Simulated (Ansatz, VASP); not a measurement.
# HgH3: VASP beside Ansatz

```xyz
8
Lattice="0.0000 3.4340 3.4340 3.4340 0.0000 3.4340 3.4340 3.4340 0.0000" Properties=species:S:1:pos:R:3 pbc="T T T"
Hg    1.7170    1.7170    1.7170
Hg    5.1511    5.1511    5.1511
H     5.9265    3.4340    3.4340
H     0.9416    3.4340    3.4340
H     3.4340    5.9265    3.4340
H     3.4340    0.9416    3.4340
H     3.4340    3.4340    5.9265
H     3.4340    3.4340    0.9416
```

Alike in both runs: functional PBE; k mesh 4 × 4 × 4; occupations gaussian, width 0.1 eV; no spin polarisation.

Ansatz relaxed the structure, and its values are those at the end. VASP's run is a single point on that final structure, the one shown.

|  | VASP | Ansatz |
| --- | --- | --- |
| version | VASP 6.6.1 | Ansatz 0.2.0 |
| potentials or method | VASP PAW PBE potentials, release 64 (Hg, H), cutoff 520 eV | scalar-relativistic, plane waves, PAW |
| valence electrons in the cell | 30 | 46 |

Ansatz gave:

| Property | Result |
| --- | --- |
| gap on the k mesh at the Fermi level (eV) | none |
| pressure (GPa) | 0.0 |
| rms of the force components (eV/Å) | 0.010 |

Q: Which values does VASP return?

A: gap on the k mesh at the Fermi level (eV): none; pressure (GPa): 0.1; rms of the force components (eV/Å): 0.005.

A gap of «none» marks a metal or a gap that the smearing closes. VASP's potentials hold 30 valence electrons a cell and Ansatz's 46, so a difference there can come from the potentials and not from the codes.

The k mesh is coarse, so the values compare programs but aren't converged. Neither program's run includes spin-orbit coupling.
